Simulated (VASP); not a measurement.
Input of a VASP 6.6.1 run:

File INCAR:

```
SYSTEM = Al3Ni3O
PREC = Accurate
ENCUT = 520
EDIFF = 1E-7
ISMEAR = 0
SIGMA = 0.1
LREAL = .FALSE.
LASPH = .TRUE.
NELM = 80
ALGO = Normal
ISIF = 2
LWAVE = .FALSE.
LCHARG = .TRUE.
LDIPOL = .TRUE.
IDIPOL = 3
DIPOL = 0.5 0.5 0.488
GGA = PS
LELF = .TRUE.
LVHAR = .TRUE.
LVACPOTAV = .TRUE.
NBANDS = 32
```

KPOINTS

```
Automatic mesh
0
G
  10 10 1
  0 0 0
```

The input POSCAR:

```
Al3Ni3O
1.0
    2.8621655520      0.0000000000      0.0000000000
    0.0000000000      2.8621655520      0.0000000000
    0.0000000000      0.0000000000     26.1554138800
Ni Al O
3 3 1
Direct
    0.5000000000      0.5000000000      0.3249805198
    0.5000000000      0.5000000000      0.4344097021
    0.5000000000      0.5000000000      0.5416860445
    0.0000000000      0.0000000000      0.3796951110
    0.0000000000      0.0000000000      0.4896927292
    0.0000000000      0.0000000000      0.6058066431
    0.0000000000      0.5000000000      0.6404028422
```

Potentials or basis: VASP PAW PBE potentials, release 64 (Ni, Al, O).

The run is started by

```bash
$ cat potpaw_PBE.64/Ni/POTCAR potpaw_PBE.64/Al/POTCAR potpaw_PBE.64/O/POTCAR > POTCAR
$ mpirun -np 1 vasp_std > vasp.out
```

Question: Predict the largest force.

Answer: 0.979 eV/Å.

Question: Predict the band gap on the k mesh.

Answer: Zero (an odd number of electrons rules out a gap without spin polarisation).

Forces in eV/Å, atoms in the order of the input:
```
Ni   0.000  0.000  0.741
Ni   0.000  0.000  0.235
Ni   0.000  0.000  0.019
Al   0.000  0.000 -0.979
Al   0.000  0.000 -0.005
Al   0.000  0.000 -0.069
O    0.000  0.000  0.057
```

Caveat: the PAW data sets were made with another functional, which shifts forces and pressure a little; an odd number of electrons without spin polarisation forces a metal; a magnetic or distorted state may lie lower; the run has no spin polarisation, though such a crystal can be magnetic. With open d or f shells a metallic result of PBEsol can be an artefact of self-interaction; +U or a hybrid may open a gap.
